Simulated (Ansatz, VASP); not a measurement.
## CdTe: VASP beside Ansatz

```
Cd Te
1.0
     0.00000    3.10885    3.15693
     3.10885    0.00000    3.15693
     3.10885    3.10885    0.00000
Cd Te
1 1
Direct
  0.00000 0.00000 0.00000
  0.75000 0.75000 0.75000
```

Change from the starting cell: strain -0.030 along x and y, -0.015 along z, atoms carried along.

Alike in both runs: task single point; functional PBE; k mesh 8 × 8 × 8; occupations gaussian, width 0.05 eV; no spin polarisation.

|  | VASP | Ansatz |
| --- | --- | --- |
| version | VASP 6.6.1 | Ansatz 0.2.0 |
| potentials or method | VASP PAW PBE potentials, release 64 (Cd, Te), cutoff 520 eV | scalar-relativistic, plane waves, PAW |
| valence electrons in the cell | 18 | 36 |

|  | VASP | Ansatz | Ansatz less VASP |
| --- | --- | --- | --- |
| gap on the k mesh at the Fermi level (eV) | 1.09 | 1.09 | -0.004 |
| least direct gap on the mesh (eV) | 1.09 | 1.09 | -0.004 |
| pressure (GPa) | 9.3 | 9.1 | -0.21 |
| traceless stress, the component that is largest in VASP (GPa) | -0.09 | -0.09 | -0.001 |

VASP's potentials hold 18 valence electrons a cell and Ansatz's 36, so a difference there can come from the potentials and not from the codes.

Neither program's run includes spin-orbit coupling.
